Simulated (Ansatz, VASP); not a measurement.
WSe: VASP beside Ansatz

INCAR

```
  ALGO = Normal
  DIPOL = 0.5 0.5 0.500
  EDIFF = 1E-7
  ENCUT = 520
  GGA = PS
  IDIPOL = 3
  ISIF = 2
  ISMEAR = 0
  LASPH = True
  LCHARG = False
  LDIPOL = True
  LREAL = False
  LWAVE = False
  NBANDS = 28
  NELM = 60
  PREC = Accurate
  SIGMA = 0.05
```

Contents of KPOINTS:

```
k-points
0
Gamma
  9 9 1
```

Contents of POSCAR:

```
WSe
1.0
    3.2702526784      0.0000000000      0.0000000000
   -1.6351263392      2.8321218963      0.0000000000
    0.0000000000      0.0000000000     31.6612169706
W Se
2 2
Direct
    0.0000000000      0.0000000000      0.2368828718
    0.0000000000      0.0000000000      0.7631171282
    0.3333333333      0.6666666667      0.2897164081
    0.3333333333      0.6666666667      0.7102835919
```

Input for Ansatz:

```yaml
crystal:
  lattice:
    - [3.2702526784, 0.0, 0.0]
    - [-1.6351263392, 2.8321218963, 0.0]
    - [0.0, 0.0, 31.6612169706]
  atoms:
    - { symbol: W, position: [0.0, 0.0, 0.2368828718] }
    - { symbol: Se, position: [0.3333333333, 0.6666666667, 0.2897164081] }
    - { symbol: Se, position: [0.3333333333, 0.6666666667, 0.7102835919] }
    - { symbol: W, position: [0.0, 0.0, 0.7631171282] }
basis:
  ecutwfc: 420
kpoints:
  mp_grid: { grid: [9, 9, 1] }
hamiltonian:
  xc: pbesol
scf:
  occupations: { method: gaussian, width: 0.05 }
output:
  forces: true
  stress: true
  eigenvalues: true
  write_density: true
  write_potential: true
  elf: true
  volumetric_format: npy
efield:
  axis: 3
  dipole_correction: true
  ramp_width: 0.04
```

Alike in both runs: task single point; functional PBEsol; k mesh 9 × 9 × 1; occupations gaussian, width 0.05 eV; no spin polarisation.

|  | VASP | Ansatz |
| --- | --- | --- |
| version | VASP 6.6.1 | Ansatz 0.2.0 |
| potentials or method | VASP PAW PBE potentials, release 64 (W_sv, Se), cutoff 520 eV | scalar-relativistic, plane waves, PAW |
| valence electrons in the cell | 40 | 60 |

|  | VASP | Ansatz | Ansatz less VASP |
| --- | --- | --- | --- |
| gap on the k mesh at the Fermi level (eV) | 0.33 | 0.32 | -0.003 |
| least direct gap on the mesh (eV) | 0.80 | 0.80 | 0.000 |
| rms of the force components (eV/Å) | 0.395 | 0.420 | +0.0255 |

VASP's potentials were made for PBE, not for PBEsol. VASP's potentials hold 40 valence electrons a cell and Ansatz's 60, so a difference there can come from the potentials and not from the codes. Ansatz's warnings: xc potential rough in thin density.

Neither program's run includes spin-orbit coupling.
